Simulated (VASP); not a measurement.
Write the native input for VASP 6.6.1 that does the following.

- Task: relaxation of cell and atoms
- Functional: PBE
- Potentials or basis: VASP PAW PBE potentials, release 64 (Mn_pv, Hg)
- Cutoff: 600 eV
- k mesh: 10 × 10 × 10
- Occupations: gaussian, width 0.1 eV
- Spin: no spin polarisation
- Dipole correction: no
- Further INCAR settings: ALGO = Fast; EDIFF = 1e-07; IBRION = 2; EDIFFG = -0.01; NSW = 80; ISIF = 3

The structure of MnHg3 lies in POSCAR:

```
MnHg3
1.0
    4.4178500000      0.0000000000      0.0000000000
    0.0000000000      4.4178500000      0.0000000000
    0.0000000000      0.0000000000      4.4178500000
Mn Hg
1 3
Direct
    0.0000000000      0.0000000000      0.0000000000
    0.5000000000      0.0000000000      0.5000000000
    0.0000000000      0.5000000000      0.5000000000
    0.5000000000      0.5000000000      0.0000000000
```

One way to write it, as run:

INCAR

```
PREC = Accurate
ENCUT = 600
EDIFF = 1E-7
ISMEAR = 0
SIGMA = 0.1
LREAL = False
LASPH = True
NELM = 80
ALGO = Fast
ISIF = 3
LWAVE = False
LCHARG = False
GGA = PE
IBRION = 2
NSW = 80
EDIFFG = -0.01
```

KPOINTS

```
Automatic mesh
0
Gamma
  10 10 10
```

Potentials or basis: VASP PAW PBE potentials, release 64 (Mn_pv, Hg).

Launch:

```bash
$ cat potpaw_PBE.64/Mn_pv/POTCAR potpaw_PBE.64/Hg/POTCAR > POTCAR
$ mpirun -np 1 vasp_std > vasp.out
```

It gave:

```
Relaxed volume                        : 19.12 Å³/atom
Relaxed cell                          : a = 4.245 Å, b = 4.245 Å, c = 4.245 Å, α = 90.00°, β = 90.00°, γ = 90.00°
Space group after relaxing (to 0.1 Å) : Pm-3m (No. 221)
Energy gained by relaxing             : 65.2 meV/atom
Ionic steps                           : 4
Pressure after relaxing               : 0.1 GPa
Band gap on the k mesh                : zero (an odd number of electrons rules out a gap without spin polarisation)
```

Caveat: spin-orbit coupling is left out, which moves the levels of the heavy elements; the run has no spin polarisation, though such a crystal can be magnetic.

It took 4.9 min on 1 thread of Intel(R) Xeon(R) Platinum 8488C (Sapphire Rapids), on a shared host, peak memory 0.32 GiB.
